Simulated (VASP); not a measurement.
# Mo4C in VASP: further runs

Mo4C is run at these levels: LDA; tasks: single point.

Everything below comes from runs of VASP 6.6.1. Logs are shortened: lines on timing, memory, paths and dates and some standing lists are left out, and cuts for length are marked.

**1. The cell of the first run**

The cell holds a slab with vacuum, 5 atoms: a = 3.111 Å, b = 3.111 Å, c = 21.510 Å, α = 90.00°, β = 90.00°, γ = 90.00°.

**2. Single point, LDA**

File INCAR:

```
  PREC = Accurate
  ENCUT = 520
  EDIFF = 1E-6
  ISMEAR = 0
  SIGMA = 0.1
  LREAL = False
  LASPH = True
  NELM = 100
  ALGO = Normal
  ISIF = 2
  LWAVE = False
  LCHARG = False
  LDIPOL = True
  IDIPOL = 3
  DIPOL = 0.5 0.5 0.336
  NBANDS = 38
```

File KPOINTS:

```
regular mesh
0
Gamma
  9 9 1
```

File POSCAR:

```
Mo4C
1.0
    3.1111816891      0.0000000000      0.0000000000
    0.0000000000      3.1111816891      0.0000000000
    0.0000000000      0.0000000000     21.5098172784
Mo C
4 1
Direct
    0.5000000000      0.5000000000      0.1859615983
    0.0000000000      0.0000000000      0.2582816382
    0.5000000000      0.5000000000      0.3325055024
    0.0000000000      0.0000000000      0.3956248056
    0.5000000000      0.5000000000      0.5095262845
```

Potentials or basis: VASP PAW LDA potentials, release 64 (Mo_sv, C).

Command:

```console
$ cat potpaw_LDA.64/Mo_sv/POTCAR potpaw_LDA.64/C/POTCAR > POTCAR
$ mpirun -np 1 vasp_std > vasp.out
```

OUTCAR:

```text
PREC = Accurate
   ENCUT = 520
   EDIFF = 1E-6
   ISMEAR = 0
   LREAL = False
   LASPH = True
   NELM = 100
   ISIF = 2

 ion  position               nearest neighbor table
   1  0.500  0.500  0.186-   2 2.69   2 2.69   2 2.69   2 2.69   3 3.15
   2  0.000  0.000  0.258-   1 2.69   1 2.69   1 2.69   1 2.69   3 2.72   3 2.72   3 2.72   3 2.72
                             4 2.95
   3  0.500  0.500  0.333-   4 2.59   4 2.59   4 2.59   4 2.59   2 2.72   2 2.72   2 2.72   2 2.72
                             1 3.15
   4  0.000  0.000  0.396-   3 2.59   3 2.59   3 2.59   3 2.59   2 2.95
   5  0.500  0.500  0.510-

  LATTYP: Found a simple tetragonal cell.
 ALAT       =     3.1111816891
 C/A-ratio  =     6.9137129965

  Lattice vectors:

 A1 = (   3.1111816891,   0.0000000000,   0.0000000000)
 A2 = (   0.0000000000,   3.1111816891,   0.0000000000)
 A3 = (   0.0000000000,   0.0000000000,  21.5098172784)

Analysis of symmetry for initial positions (statically):
=====================================================================
 Subroutine PRICEL returns:
 Original cell was already a primitive cell.

 Routine SETGRP: Setting up the symmetry group for a
 simple tetragonal supercell.

 Subroutine GETGRP returns: Found  8 space group operations
 (whereof  8 operations were pure point group operations)
 out of a pool of 16 trial point group operations.

The static configuration has the point symmetry C_4v.

Analysis of symmetry for dynamics (positions and initial velocities):
=====================================================================
 Subroutine PRICEL returns:
 Original cell was already a primitive cell.

 Routine SETGRP: Setting up the symmetry group for a
 simple tetragonal supercell.

 Subroutine GETGRP returns: Found  8 space group operations
 (whereof  8 operations were pure point group operations)
 out of a pool of 16 trial point group operations.

The dynamic configuration has the point symmetry C_4v.

 Subroutine INISYM returns: Found  8 space group operations
 (whereof  8 operations are pure point group operations),
 and found     1 'primitive' translations

----------------------------------------------------------------------------------------

                                     Primitive cell

  volume of cell :     208.2032

  direct lattice vectors                    reciprocal lattice vectors
     3.111181689  0.000000000  0.000000000     0.321421280  0.000000000  0.000000000
     0.000000000  3.111181689  0.000000000     0.000000000  0.321421280  0.000000000
     0.000000000  0.000000000 21.509817278     0.000000000  0.000000000  0.046490400

  length of vectors
     3.111181689  3.111181689 21.509817278     0.321421280  0.321421280  0.046490400

  position of ions in fractional coordinates (direct lattice)
     0.500000000  0.500000000  0.185961598
     0.000000000  0.000000000  0.258281638
     0.500000000  0.500000000  0.332505502
     0.000000000  0.000000000  0.395624806
     0.500000000  0.500000000  0.509526284

  ion indices of the primitive-cell ions
   primitive index   ion index
                 1           1
                 2           2
                 3           3
                 4           4
                 5           5

----------------------------------------------------------------------------------------

 KPOINTS: regular mesh

Automatic generation of k-mesh.
 Grid dimensions read from file:
 generate k-points for:    9    9    1

 Generating k-lattice:

  Cartesian coordinates                     Fractional coordinates (reciprocal lattice)
     0.035713476  0.000000000  0.000000000     0.111111111  0.000000000  0.000000000
     0.000000000  0.035713476  0.000000000     0.000000000  0.111111111  0.000000000
     0.000000000  0.000000000  0.046490400     0.000000000  0.000000000  1.000000000

  Length of vectors
     0.035713476  0.035713476  0.046490400

  Shift w.r.t. Gamma in fractional coordinates (k-lattice)
     0.000000000  0.000000000  0.000000000

 Subroutine IBZKPT returns following result:
 ===========================================

 Found     15 irreducible k-points:

 Following reciprocal coordinates:
            Coordinates               Weight
  0.000000  0.000000  0.000000      1.000000
  0.111111  0.000000  0.000000      4.000000
  0.222222  0.000000  0.000000      4.000000
  0.333333  0.000000  0.000000      4.000000
  0.444444  0.000000  0.000000      4.000000
  0.111111  0.111111  0.000000      4.000000
  0.222222  0.111111  0.000000      8.000000
  0.333333  0.111111  0.000000      8.000000
  0.444444  0.111111  0.000000      8.000000
  0.222222  0.222222  0.000000      4.000000
  0.333333  0.222222  0.000000      8.000000
  0.444444  0.222222  0.000000      8.000000
  0.333333  0.333333  0.000000      4.000000
  0.444444  0.333333  0.000000      8.000000
  0.444444  0.444444  0.000000      4.000000
   k-points           NKPTS =     15   k-points in BZ     NKDIM =     15   number of bands    NBANDS=     38
   number of dos      NEDOS =    301   number of ions     NIONS =      5
   total plane-waves  NPLWV =  92160
   dimension x,y,z NGX =    24 NGY =   24 NGZ =  160
   dimension x,y,z NGXF=    48 NGYF=   48 NGZF=  320
   ions per type =               4   1
   NGX,Y,Z   is equivalent  to a cutoff of  12.82, 12.82, 12.37 a.u.
   NGXF,Y,Z  is equivalent  to a cutoff of  25.65, 25.65, 24.73 a.u.
 SYSTEM =  unknown system
   PREC   = accura    normal or accurate (medium, high low for compatibility)
   ISTART =      0    job   : 0-new  1-cont  2-samecut
   ICHARG =      2    charge: 1-file 2-atom 10-const
   ISPIN  =      1    spin polarized calculation?
   LNONCOLLINEAR =      F non collinear calculations
   LSORBIT =      F    spin-orbit coupling
   LASPH  =      T    aspherical Exc in radial PAW
   ENCUT  =  520.0 eV  38.22 Ry    6.18 a.u.   5.78  5.78 39.99*2*pi/ulx,y,z
   NELM   =    100;   NELMIN=  2; NELMDL= -5     # of ELM steps
   EDIFF  = 0.1E-05   stopping-criterion for ELM
   LREAL  =      F    real-space projection
   EDIFFG = 0.1E-04   stopping-criterion for IOM
   NSW    =      0    number of steps for IOM
   IBRION =     -1    ionic relax: 0-MD 1-quasi-New 2-CG
   NFREE  =      0    steps in history (QN), initial steepest desc. (CG)
   ISIF   =      2    stress and relaxation
   ISYM   =      2    0-nonsym 1-usesym 2-fastsym
   POTIM  = 0.5000    time-step for ionic-motion
   TEBEG  =    0.0;   TEEND  =   0.0 temperature during run
   PSTRESS=    0.0 pullay stress
   NELECT =      60.0000    total number of electrons
   NUPDOWN=      -1.0000    fix difference up-down
   EMIN   =  10.00;   EMAX   =-10.00  energy-range for DOS
   EFERMI =   0.00;   METHOD = LEGACY
   ISMEAR =     0;   SIGMA  =   0.10  broadening in eV -4-tet -1-fermi 0-gaus
   EFERMI_NEDOS =   21; number of points for ismear=-14 and -15
   IALGO  =     38    algorithm
   IMIX   =      4    mixing-type and parameters
     AMIX     =   0.40;   BMIX     =  1.00
     AMIX_MAG =   1.60;   BMIX_MAG =  1.00
  volume/ion in A,a.u.               =      41.64       281.00
  Fermi-wavevector in a.u.,A,eV,Ry     =   1.081341  2.043439 15.909276  1.169299
  Thomas-Fermi vector in A             =   2.217355
   LORBIT       =      0    0 simple, 1 ext, 2 COOP (PROOUT), +10 PAW based schemes
   GGA     = CA    functional components
   LHFCALC =     F    Hartree Fock is set to
   AEXX    =    0.0000 exact exchange contribution
   IVDW    =     0    specifies the selected vdW correction
   LEPSILON=     F    determine dielectric tensor
   LRPA    =     F    only Hartree local field effects (RPA)
 non-spin polarized calculation
 Gauss-broadening in eV      SIGMA  =   0.10
  energy-cutoff  :      520.00
  volume of cell :      208.20
 maximum number of plane-waves:      5636
 NGX is ok and might be reduce to    24
   NGX = 11   NGY = 11   NGZ = 79

 dipolmoment           0.000000      0.000000     -0.038418 electrons x Angstroem

 number of electron      59.9999987 magnetization

 dipolmoment           0.000000      0.000000      0.125067 electrons x Angstroem

 Free energy of the ion-electron system (eV)
  ---------------------------------------------------
  ext. energy  EPLUGINS =         0.00000000
  ---------------------------------------------------
  free energy    TOTEN  =       -47.72817167 eV

  energy without entropy =      -47.69383911  energy(sigma->0) =      -47.71100539

 E-fermi :   0.3860     XC(G=0):  -5.8371

 val. band max:        0.3656843176   @ k =   0.4444   0.1111   0.0000
 cond. band min:       0.3859644748   @ k =   0.3333   0.0000   0.0000
 fundamental gap:      0.0202801572
 Fermi energy:         0.3859543864

 k-point     1 :       0.0000    0.0000    0.0000
  band No.  band energies     occupation
      1     -60.1964      2.00000
      2     -60.0108      2.00000
      3     -59.7421      2.00000
      4     -59.6634      2.00000
      5     -34.6468      2.00000
      6     -34.6130      2.00000
[... 30 lines left out ...]
     37       2.3613      0.00000
     38       2.6858      0.00000

 k-point     2 :       0.1111    0.0000    0.0000
  band No.  band energies     occupation
      1     -60.1795      2.00000
      2     -60.0025      2.00000
      3     -59.7445      2.00000
      4     -59.6754      2.00000
      5     -34.7324      2.00000
      6     -34.6566      2.00000
[... 30 lines left out ...]
     37       2.3029      0.00000
     38       2.5538      0.00000

 k-point     3 :       0.2222    0.0000    0.0000
  band No.  band energies     occupation
      1     -60.1322      2.00000
      2     -59.9801      2.00000
      3     -59.7517      2.00000
      4     -59.7103      2.00000
      5     -34.8710      2.00000
      6     -34.7829      2.00000
[... 30 lines left out ...]
     37       2.3961      0.00000
[... 412 lines left out ...]
 k-point    14 :       0.4444    0.3333    0.0000
  band No.  band energies     occupation
      1     -59.9788      2.00000
      2     -59.8979      2.00000
      3     -59.8144      2.00000
      4     -59.7538      2.00000
      5     -35.0318      2.00000
      6     -34.9699      2.00000
[... 30 lines left out ...]
     37       2.8184      0.00000
     38       2.9721      0.00000

 k-point    15 :       0.4444    0.4444    0.0000
  band No.  band energies     occupation
      1     -59.9709      2.00000
      2     -59.8903      2.00000
      3     -59.8121      2.00000
      4     -59.7490      2.00000
      5     -35.0832      2.00000
      6     -35.0680      2.00000
[... 30 lines left out ...]
     37       2.9785      0.00000
     38       3.1007      0.00000

------------------------ aborting loop because EDIFF is reached ----------------------------------------

 vacuum level on the upper side and lower side of the slab       (xc-potential included)         0.982        -1.281

  FORCE on cell =-STRESS in cart. coord.  units (eV):
  Direction    XX          YY          ZZ          XY          YZ          ZX
  --------------------------------------------------------------------------------------
  -------------------------------------------------------------------------------------
  Total       -8.3438798     -8.3438798     -7.7335218      0.0000000      0.0000000     -0.0000000
  in kB      -64.2082973    -64.2082973    -59.5114355      0.0000000      0.0000000     -0.0000000
  external PRESSURE =     -62.6426767 kB  Pullay stress =       0.0000000 kB

 VOLUME and BASIS-vectors are now :
 -----------------------------------------------------------------------------
  energy-cutoff  :      520.00
  volume of cell :      208.20
      direct lattice vectors                 reciprocal lattice vectors
     3.111181689  0.000000000  0.000000000     0.321421280  0.000000000  0.000000000
     0.000000000  3.111181689  0.000000000     0.000000000  0.321421280  0.000000000
     0.000000000  0.000000000 21.509817278     0.000000000  0.000000000  0.046490400

 POSITION                                       TOTAL-FORCE (eV/Angst)
 -----------------------------------------------------------------------------------
      1.55559      1.55559      4.00000        -0.000000     -0.000000      1.724023
      0.00000      0.00000      5.55559        -0.000000      0.000000     -1.722895
      1.55559      1.55559      7.15213        -0.000000      0.000000     -0.298774
      0.00000      0.00000      8.50982         0.000000      0.000000      2.511731
      1.55559      1.55559     10.95982        -0.000000      0.000000     -2.214085
 -----------------------------------------------------------------------------------
    total drift:                                0.000000     -0.000000      0.000259

  FREE ENERGIE OF THE ION-ELECTRON SYSTEM (eV)
  ---------------------------------------------------
  free  energy   TOTEN  =       -47.7281716702 eV

  energy  without entropy=      -47.6938391118  energy(sigma->0) =      -47.71100539

 vacuum level on the upper side and lower side of the slab         6.830         4.558
```

Wall time 81 s (1 thread of Intel Xeon 6975P-C (Granite Rapids), shared host); peak memory 0.29 GiB.

Results:

- Free energy: -47.7282 eV
- Largest force: 2.512 eV/Å
- Band gap on the k mesh: zero (band 30 reaches 1.51 eV, above the bottom of band 31 at 0.12 eV)

Forces in eV/Å, atoms in the order of the input:
```
Mo   0.000  0.000  1.724
Mo   0.000  0.000 -1.723
Mo   0.000  0.000 -0.299
Mo   0.000  0.000  2.512
C    0.000  0.000 -2.214
```

**3. Single point, LDA**

File INCAR:

```
SYSTEM = Mo4C
ALGO = Normal ; DIPOL = 0.5 0.5 0.345
EDIFF = 1E-6 ; ENCUT = 520
GGA = CA ; IDIPOL = 3
ISIF = 2 ; ISMEAR = 0
LASPH = .True. ; LCHARG = .False.
LDIPOL = .True. ; LREAL = .False.
LWAVE = .False. ; NBANDS = 38
NELM = 80 ; PREC = Accurate
SIGMA = 0.1
```

File KPOINTS:

```
k-points
0
Gamma
  9 9 1
  0 0 0
```

POSCAR: that of step 2 with these lines changed.

```diff
@@ -12,2 +12,2 @@
     0.0000000000      0.0000000000      0.3956248056
-    0.5000000000      0.5000000000      0.5095262845
+    0.5000000000      0.5000000000      0.5513676441
```

Potentials or basis: VASP PAW LDA potentials, release 64 (Mo_sv, C).

Command:

```console
$ cat potpaw_LDA.64/Mo_sv/POTCAR potpaw_LDA.64/C/POTCAR > POTCAR
$ mpirun -np 1 vasp_std > vasp.out
```

OUTCAR:

```text
SYSTEM = Mo4C
   EDIFF = 1E-6
   ENCUT = 520
   GGA = CA
   ISIF = 2
   ISMEAR = 0
   LASPH = .True.
   LREAL = .False.
   NELM = 80
   PREC = Accurate

 ion  position               nearest neighbor table
   1  0.500  0.500  0.186-   2 2.69   2 2.69   2 2.69   2 2.69   3 3.15
   2  0.000  0.000  0.258-   1 2.69   1 2.69   1 2.69   1 2.69   3 2.72   3 2.72   3 2.72   3 2.72
                             4 2.95
   3  0.500  0.500  0.333-   4 2.59   4 2.59   4 2.59   4 2.59   2 2.72   2 2.72   2 2.72   2 2.72
                             1 3.15
   4  0.000  0.000  0.396-   3 2.59   3 2.59   3 2.59   3 2.59   2 2.95
   5  0.500  0.500  0.551-

  LATTYP: Found a simple tetragonal cell.
 ALAT       =     3.1111816891
 C/A-ratio  =     6.9137129965

  Lattice vectors:

 A1 = (   3.1111816891,   0.0000000000,   0.0000000000)
 A2 = (   0.0000000000,   3.1111816891,   0.0000000000)
 A3 = (   0.0000000000,   0.0000000000,  21.5098172784)

Analysis of symmetry for initial positions (statically):
=====================================================================
 Subroutine PRICEL returns:
 Original cell was already a primitive cell.

[... 178 lines left out ...]
  band No.  band energies     occupation
      1     -60.0633      2.00000
      2     -59.8686      2.00000
      3     -59.5995      2.00000
      4     -59.5170      2.00000
      5     -34.5116      2.00000
      6     -34.4823      2.00000
[... 604 lines left out ...]
     37       3.0825      0.00000
     38       3.2182      0.00000

------------------------ aborting loop because EDIFF is reached ----------------------------------------

 vacuum level on the upper side and lower side of the slab       (xc-potential included)         0.791        -1.217

  FORCE on cell =-STRESS in cart. coord.  units (eV):
  Direction    XX          YY          ZZ          XY          YZ          ZX
  --------------------------------------------------------------------------------------
  -------------------------------------------------------------------------------------
  Total       -8.7888481     -8.7888481     -5.1215597      0.0000000      0.0000000      0.0000000
  in kB      -67.6324423    -67.6324423    -39.4117168      0.0000000      0.0000000      0.0000000
  external PRESSURE =     -58.2255338 kB  Pullay stress =       0.0000000 kB

 VOLUME and BASIS-vectors are now :
 -----------------------------------------------------------------------------
  energy-cutoff  :      520.00
  volume of cell :      208.20
      direct lattice vectors                 reciprocal lattice vectors
     3.111181689  0.000000000  0.000000000     0.321421280  0.000000000  0.000000000
     0.000000000  3.111181689  0.000000000     0.000000000  0.321421280  0.000000000
     0.000000000  0.000000000 21.509817278     0.000000000  0.000000000  0.046490400

 POSITION                                       TOTAL-FORCE (eV/Angst)
 -----------------------------------------------------------------------------------
      1.55559      1.55559      4.00000         0.000000      0.000000      1.700795
      0.00000      0.00000      5.55559         0.000000      0.000000     -1.770489
      1.55559      1.55559      7.15213        -0.000000      0.000000     -0.264137
      0.00000      0.00000      8.50982         0.000000      0.000000      1.233803
      1.55559      1.55559     11.85982        -0.000000     -0.000000     -0.899972
 -----------------------------------------------------------------------------------
    total drift:                                0.000000     -0.000000      0.000403

  FREE ENERGIE OF THE ION-ELECTRON SYSTEM (eV)
  ---------------------------------------------------
  free  energy   TOTEN  =       -46.3877732910 eV

  energy  without entropy=      -46.3521655125  energy(sigma->0) =      -46.36996940

 vacuum level on the upper side and lower side of the slab         6.576         4.512
```

stdout:

```text
POSCAR found type information on POSCAR MoC
 POSCAR found :  2 types and       5 ions
 scaLAPACK will be used
 LDA part: xc-table for (Slater(with rela. corr.)+CA(PZ))
 , standard interpolation
 POSCAR, INCAR and KPOINTS ok, starting setup
 FFT: planning ... GRIDC
 FFT: planning ... GRID_SOFT
 FFT: planning ... GRID
 WAVECAR not read
 entering main loop
```

Run time: 1.8 min. Hardware: 1 thread of Intel Xeon 6975P-C (Granite Rapids), shared host; peak memory 0.29 GiB.

What came out:

```
Free energy            : -46.3878 eV
Largest force          : 1.770 eV/Å
Band gap on the k mesh : zero (band 30 reaches 1.35 eV, above the bottom of band 31 at 0.28 eV)
```

Forces on the atoms (eV/Å):
```
Mo   0.000  0.000  1.701
Mo   0.000  0.000 -1.770
Mo   0.000  0.000 -0.264
Mo   0.000  0.000  1.234
C    0.000  0.000 -0.900
```

**4. Single point, LDA**

File INCAR:

```
SYSTEM = Mo4C
PREC = Accurate
ENCUT = 520
EDIFF = 1E-6
ISMEAR = 0
SIGMA = 0.1
LREAL = .FALSE.
LASPH = .TRUE.
NELM = 100
ALGO = Normal
ISIF = 2
LWAVE = .FALSE.
LCHARG = .FALSE.
LDIPOL = .TRUE.
IDIPOL = 3
DIPOL = 0.5 0.5 0.332
GGA = CA
NBANDS = 38
```

File KPOINTS:

```
regular mesh
0
G
  9 9 1
  0 0 0
```

POSCAR: that of step 3 with these lines changed.

```diff
@@ -12,2 +12,2 @@
     0.0000000000      0.0000000000      0.3956248056
-    0.5000000000      0.5000000000      0.5513676441
+    0.0000000000      0.0000000000      0.4872108927
```

Command:

```console
$ cat potpaw_LDA.64/Mo_sv/POTCAR potpaw_LDA.64/C/POTCAR > POTCAR
$ mpirun -np 1 vasp_std > vasp.out
```

It took 84 s on 1 thread of Intel Xeon 6975P-C (Granite Rapids), shared host; peak memory 0.28 GiB.

Results (log left out):

```
Free energy            : -49.7619 eV
Largest force          : 3.898 eV/Å
Band gap on the k mesh : zero (band 30 reaches 0.24 eV, above the bottom of band 31 at -0.12 eV)
```

Forces on the atoms (eV/Å):
```
Mo   0.000  0.000  2.112
Mo   0.000  0.000 -2.336
Mo   0.000  0.000 -1.338
Mo   0.000  0.000  3.898
C    0.000  0.000 -2.337
```

Levels at points of the mesh, in eV from the Fermi level:
| k point | band 28 | band 29 | band 30 | band 31 | band 32 | band 33 |
| --- | --- | --- | --- | --- | --- | --- |
| (0.00, 0.00, 0.00) | -0.73 | -0.53 | -0.53 | -0.09 | 0.54 | 0.61 |
